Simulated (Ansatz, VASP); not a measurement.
One calculation of AlN, two programs

Contents of POSCAR:

```
AlN
1.0
    0.0000000000      2.0188685302      2.0188685302
    2.0188685302      0.0000000000      2.0188685302
    2.0188685302      2.0188685302      0.0000000000
Al N
1 1
Direct
    0.0000000000      0.0000000000      0.0000000000
    0.5000000000      0.5000000000      0.5000000000
```

File INCAR.step1:

```
SYSTEM = AlN
ALGO = Normal
EDIFF = 1E-5
ENCUT = 520
GGA = PE
ISIF = 2
ISMEAR = 0
LASPH = .True.
LCHARG = .False.
LREAL = .False.
LWAVE = .True.
NBANDS = 11
NELM = 100
PREC = Accurate
SIGMA = 0.01
```

INCAR.step2

```
SYSTEM = AlN
AEXX = 0.25
ALGO = Normal
EDIFF = 1E-6
ENCUT = 520
GGA = PE
ISIF = 2
ISMEAR = 0
ISTART = 1
LASPH = .True.
LCHARG = .False.
LHFCALC = .True.
LREAL = .False.
LWAVE = .False.
NBANDS = 11
NELM = 100
PREC = Accurate
PRECFOCK = Normal
SIGMA = 0.01
```

The input KPOINTS:

```
k-points
0
Gamma
  8 8 8
  0 0 0
```

Input for Ansatz:

```yaml
crystal:
  lattice:
    - [0.0, 2.0188685302, 2.0188685302]
    - [2.0188685302, 0.0, 2.0188685302]
    - [2.0188685302, 2.0188685302, 0.0]
  atoms:
    - { symbol: Al, position: [0.0, 0.0, 0.0] }
    - { symbol: "N", position: [0.5, 0.5, 0.5] }
kpoints:
  mp_grid: { grid: [8, 8, 8] }
  band_path:
    path:
      - [0.0, 0.0, 0.0]
      - [0.5, 0.0, 0.5]
      - [0.625, 0.25, 0.625]
      - [0.375, 0.375, 0.75]
      - [0.5, 0.5, 0.5]
      - [0.5, 0.25, 0.75]
      - [0.0, 0.5, 0.5]
    npoints: 1
hamiltonian:
  xc: pbe0
scf:
  occupations: { method: fixed }
  n_extra_bands: 4
output:
  forces: true
  stress: true
  eigenvalues: true
  write_density: true
  write_potential: true
  elf: true
  volumetric_format: npy
```

Alike in both runs: task single point; functional PBE0; k mesh 8 × 8 × 8; no spin polarisation.

```csv
,VASP,Ansatz
version,VASP 6.6.1,Ansatz 0.2.0
potentials or method,"VASP PAW PBE potentials, release 64 (Al, N)","plane waves, PAW"
plane-wave cutoff (eV),520,420
occupations,"gaussian, width 0.01 eV",fixed
valence electrons in the cell,8,8
```

Ansatz gave:

| Item | Value |
| --- | --- |
| gap on the k mesh at the Fermi level (eV) | 6.83 |
| pressure (GPa) | -1.5 |

Which values does VASP return?

gap on the k mesh at the Fermi level (eV): 6.78; pressure (GPa): -1.4.

Ansatz's warnings: stress exchange threshold loose, stress scf threshold loose.
